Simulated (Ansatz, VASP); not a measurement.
# One calculation of K, two programs

The input INCAR:

```
  PREC = Accurate
  ENCUT = 520
  EDIFF = 1E-6
  ISMEAR = 0
  SIGMA = 0.15
  LREAL = F
  LASPH = T
  NELM = 80
  ALGO = Fast
  ISIF = 2
  LWAVE = F
  LCHARG = F
  GGA = PE
  NBANDS = 10
```

KPOINTS

```
Automatic mesh
0
Gamma
  14 14 14
```

Contents of POSCAR:

```
K
1.0
   -2.6965400000      2.6965400000      2.5394600000
    2.6965400000     -2.6965400000      2.5394600000
    2.6965400000      2.6965400000     -2.5394600000
K
1
Direct
    0.0000000000      0.0000000000      0.0000000000
```

Input for Ansatz:

```yaml
crystal:
  lattice:
    - [-2.69654, 2.69654, 2.53946]
    - [2.69654, -2.69654, 2.53946]
    - [2.69654, 2.69654, -2.53946]
  atoms:
    - { symbol: K, position: [0.0, 0.0, 0.0] }
basis:
  ecutwfc: 420
kpoints:
  mp_grid: { grid: [14, 14, 14] }
hamiltonian:
  xc: pbe
scf:
  occupations: { method: gaussian, width: 0.15 }
output:
  forces: true
  stress: true
  eigenvalues: true
```

Change from the starting cell: strain +0.030 along x and y, -0.030 along z, atoms carried along.

Alike in both runs: task single point; functional PBE; k mesh 14 × 14 × 14; occupations gaussian, width 0.15 eV; no spin polarisation.

```csv
,VASP,Ansatz
version,VASP 6.6.1,Ansatz 0.2.0
potentials or method,"VASP PAW PBE potentials, release 64 (K_sv), cutoff 520 eV","scalar-relativistic, plane waves, PAW"
valence electrons in the cell,9,9
```

```csv
,VASP,Ansatz,Ansatz less VASP
gap on the k mesh at the Fermi level (eV),none,none,-
pressure (GPa),0.0,0.0,0.00
```

A gap of «none» marks a metal or a gap that the smearing closes.
